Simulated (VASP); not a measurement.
# MnAs: single point with r2SCAN

The system is MnAs.

```
CELL_PARAMETERS angstrom
3.71720 0.00000 0.00000
-1.85860 3.21919 0.00000
0.00000 0.00000 5.70440
ATOMIC_POSITIONS crystal
Mn 0.00000 0.00000 0.00000
Mn 0.00000 0.00000 0.50000
As 0.33333 0.66667 0.25000
As 0.66667 0.33333 0.75000
```

- Program: VASP 6.6.1
- Task: single point
- Functional: r2SCAN
- Potentials or basis: VASP PAW PBE potentials, release 64 (Mn_pv, As)
- Cutoff: 520 eV
- k mesh: 14 × 14 × 8
- Occupations: gaussian, width 0.05 eV
- Spin: no spin polarisation

```json
{"Pressure": "-22.3 GPa", "Band gap on the k mesh": "zero (band 18 reaches 6.18 eV, above the bottom of band 19 at 6.01 eV)"}
```

Stress tensor (GPa, compression positive):
```
-22.19   0.00   0.00
  0.00 -22.19   0.00
  0.00   0.00 -22.45
```

Levels at points of the mesh, in eV from the Fermi level:
| k point | band 14 | band 15 | band 16 | band 17 | band 18 | band 19 | band 20 | band 21 | band 22 | band 23 |
| --- | --- | --- | --- | --- | --- | --- | --- | --- | --- | --- |
| (0.00, 0.00, 0.00) | -1.13 | -0.64 | -0.64 | 0.08 | 0.08 | 0.87 | 0.87 | 1.47 | 1.73 | 4.09 |
| (0.50, 0.00, 0.00) | -1.87 | -1.78 | -0.28 | -0.20 | -0.11 | 0.00 | 0.07 | 0.41 | 1.30 | 2.70 |
| (0.00, 0.00, 0.50) | -2.18 | -0.68 | -0.68 | -0.68 | -0.68 | 0.28 | 0.28 | 3.05 | 3.05 | 3.05 |
| (0.50, 0.00, 0.50) | -2.42 | -0.85 | -0.85 | -0.07 | -0.07 | 0.10 | 0.10 | 1.66 | 1.66 | 2.67 |

Wall time 10 min on 1 thread of Intel(R) Xeon(R) Platinum 8259CL CPU @ 2.50GHz (Skylake/Cascade Lake), with other jobs on the host, peak memory 0.32 GiB.

Caveat: the PAW data sets were made with another functional, which shifts forces and pressure a little. Spin polarisation is off, so any magnetic state and its effect on volume and gap are missing.
